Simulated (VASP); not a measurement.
Runs of VASP 6.6.1 on Sn. The structure is that of space group P6/mmm (No. 191), or close to it. The cells are those of the table. This isn't the form of Sn at room conditions, which is tetragonal (white tin).

```csv
task,cell,k mesh,cutoff (eV),gap on the mesh (eV),pressure (GPa)
single point,"a = 6.218, b = 6.218, c = 5.473 Å, angles 90.0, 90.0, 120.0°, 6 atoms",3 × 3 × 4,520,none,0.0
single point,"a = 6.100, b = 6.100, c = 5.715 Å, angles 90.0, 90.0, 120.0°, 6 atoms",6 × 6 × 8,520,none,-0.1
relaxation of cell and atoms,"relaxed from a = 6.248, b = 6.248, c = 4.946 Å, angles 90.0, 90.0, 120.0°, 6 atoms",3 × 3 × 4,600,none,0.1
single point,"a = 6.248, b = 6.248, c = 4.946 Å, angles 90.0, 90.0, 120.0°, 6 atoms",3 × 3 × 4,520,none,(a)
```

Alike in all rows: level PBE; potentials or basis VASP PAW PBE potentials, release 64 (Sn_d); no spin polarisation; smearing gaussian 0.1 eV.

Question: Estimate the missing entries.

Answer: (a) 5.7.

Caveats: some runs use coarse meshes; spin-orbit coupling is left out, which moves the levels of the heavy elements.

A k mesh can miss the band edges, and the runs leave out spin-orbit coupling on Sn.

A gap of «none» marks levels without a gap at the run's occupations.
